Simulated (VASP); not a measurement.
Runs of VASP 6.6.1 on Hg2Se. The structure is that of space group P-3m1 (No. 164), or close to it. The cells are those of the table. 

```csv
task,cell,k mesh,cutoff (eV),gap on the mesh (eV),pressure (GPa),relaxed volume (Å³/atom),largest force (eV/Å)
single point,"a = 4.104, b = 4.104, c = 6.218 Å, angles 90.0, 90.0, 120.0°, 3 atoms",6 × 6 × 4,520,none,0.2,-,0.48
single point,"a = 4.153, b = 4.153, c = 5.130 Å, angles 90.0, 90.0, 120.0°, 3 atoms",12 × 12 × 10,520,none,0.3,-,(b)
relaxation of cell and atoms,"relaxed from a = 4.136, b = 4.136, c = 5.182 Å, angles 90.0, 90.0, 120.0°, 3 atoms",12 × 12 × 10,600,none,0.0,25.74,-
single point,"a = 4.136, b = 4.136, c = 5.182 Å, angles 90.0, 90.0, 120.0°, 3 atoms",6 × 6 × 4,520,none,0.2,-,-
relaxation of cell and atoms,"relaxed from a = 4.104, b = 4.104, c = 6.218 Å, angles 90.0, 90.0, 120.0°, 3 atoms",6 × 6 × 4,600,none,0.0,(a),0.02
```

Alike in all rows: level PBE; potentials or basis VASP PAW PBE potentials, release 64 (Hg, Se); no spin polarisation; smearing gaussian 0.1 eV.

Task: Fill in the values left out.

Result: (a) 25.73; (b) 0.01.

Caveats: spin-orbit coupling is left out, which moves the levels of the heavy elements.

A k mesh can miss the band edges, and the runs leave out spin-orbit coupling on Hg, Se.

A gap of «none» marks levels without a gap at the run's occupations.
